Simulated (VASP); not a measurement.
Mg:

```
Mg
1.0
     3.20930    0.00000    0.00000
    -1.60465    2.77934    0.00000
     0.00000    0.00000    5.21030
Mg
2
Direct
  0.33333 0.66667 0.25000
  0.66667 0.33333 0.75000
```

```yaml
Program: VASP 6.6.1
Task: relaxation of cell and atoms
Functional: LDA
Potentials_or_basis: VASP PAW LDA potentials, release 64 (Mg)
Cutoff: 600 eV
k_mesh: 12 × 12 × 6
Occupations: gaussian, width 0.1 eV
Spin: no spin polarisation
```

At the start: pressure -2.8 GPa; volume 23.24 Å³/atom.

How do energy, volume and symmetry change on relaxing?

Over 8 steps the energy falls by 17.1 meV/atom and the volume is 21.45 Å³/atom (-7.7 %); space group P6_3/mmc (No. 194, to 0.05 Å).

The path:
```
step  energy change (eV)  largest force (eV/Å)  pressure (GPa)  volume (Å³)
   1              0.0000                0.0000           -2.77        46.47
   2             -0.0312                0.0000           -0.85        43.83
   3             -0.0339                0.0000           -0.01        42.89
   4             -0.0339                0.0000            0.06        42.82
   5             -0.0341                0.0000            0.06        42.82
   6             -0.0342                0.0000            0.05        42.84
   7             -0.0342                0.0000            0.05        42.83
   8             -0.0342                0.0000            0.00        42.89
```

Final structure:
```xyz
2
Lattice="3.1391 0.0000 0.0000 -1.5696 2.7186 0.0000 0.0000 0.0000 5.0262" Properties=species:S:1:pos:R:3 pbc="T T T"
Mg    0.0000    1.8124    1.2566
Mg    1.5696    0.9062    3.7697
```
